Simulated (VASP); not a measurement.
Write the native input for VASP 6.6.1 that does the following.

```yaml
Task: single point
Functional: PBE
Potentials_or_basis: VASP PAW PBE potentials, release 64 (Mg)
Cutoff: 520 eV
k_mesh: 1 × 1 × 21
Occupations: gaussian, width 0.05 eV
Spin: collinear spin, ferromagnetic start
Starting_moments: "[0.5, 0.5] μB"
Dipole_correction: no
Further_INCAR_settings: ALGO = Normal; EDIFF = 1e-06; NBANDS = 13
```

The structure of Mg lies in POSCAR:

```
Mg
1.0
   11.6000000000      0.0000000000      0.0000000000
    0.0000000000      9.3000000000      0.0000000000
    0.0000000000      0.0000000000      3.0505805441
Mg
2
Direct
    0.3883570881      0.5000000000      0.0000000000
    0.6116429119      0.5000000000      0.5000000000
```

These files were run (other wordings do the same):

INCAR

```
PREC = Accurate
ENCUT = 520
EDIFF = 1E-6
ISMEAR = 0
SIGMA = 0.05
LREAL = False
LASPH = True
NELM = 150
ALGO = Normal
ISIF = 2
LWAVE = False
LCHARG = True
ISPIN = 2
MAGMOM = 0.5 0.5
LORBIT = 11
GGA = PE
LELF = True
LVHAR = True
NBANDS = 13
```

KPOINTS

```
Automatic mesh
0
Gamma
  1 1 21
```

Potentials or basis: VASP PAW PBE potentials, release 64 (Mg).

Command:

```sh
$ cat potpaw_PBE.64/Mg/POTCAR > POTCAR
$ mpirun -np 1 vasp_std > vasp.out
```

It gave:

The largest force is 0.148 eV/Å. The net moment is 0.38 μB per cell. The valence electrons inside the program's atomic spheres are Mg 0.35.

Run time: 2.8 min on 1 thread of Intel(R) Xeon(R) Platinum 8259CL CPU @ 2.50GHz (Skylake/Cascade Lake) (shared host), peak memory 0.49 GiB.
